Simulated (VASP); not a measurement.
Runs of VASP 6.6.1 on LiBr. The structure is that of space group Fm-3m (No. 225), or close to it. The cells are those of the table. 

```tsv
level	cell	k mesh	cutoff (eV)	grid for exact exchange (PRECFOCK)	share of exact exchange	screening parameter	gap on the mesh (eV)	pressure (GPa)
HSE06	a = 3.855 Å, angles 60.0°, 2 atoms	6 × 6 × 6	650	Normal	0.25	0.2079 1/Å	(b)	0.2
PBE	a = 3.874, b = 3.874, c = 3.923 Å, angles 59.6, 59.6, 59.2°, 2 atoms	4 × 4 × 4	750	-	-	-	4.91	0.6
HSE06	a = 3.874 Å, angles 60.0°, 2 atoms	6 × 6 × 6	650	Normal	0.25	0.2079 1/Å	6.21	-0.2
PBE	a = 3.874, b = 3.923, c = 3.923 Å, angles 59.2, 60.4, 60.4°, 2 atoms	4 × 4 × 4	750	-	-	-	4.84	(c)
HSE06	a = 3.874, b = 3.923, c = 3.923 Å, angles 59.2, 60.4, 60.4°, 2 atoms	6 × 6 × 6	650	Normal	0.25	0.2079 1/Å	(a)	-0.8
PBE	a = 3.874 Å, angles 60.0°, 2 atoms	4 × 4 × 4	750	-	-	-	4.99	0.6
```

Alike in all rows: task single point; potentials or basis VASP PAW PBE potentials, release 64 (Li_sv, Br); no spin polarisation; smearing gaussian 0.01 eV.

Task: Fill in the values left out.

Result: (a) 6.05; (b) 6.28; (c) -0.1.

Caveats: some runs use coarse meshes; the PAW data sets were made with another functional, which shifts forces and pressure a little (at least some runs).

A k mesh can miss the band edges, and the runs leave out spin-orbit coupling on Br.
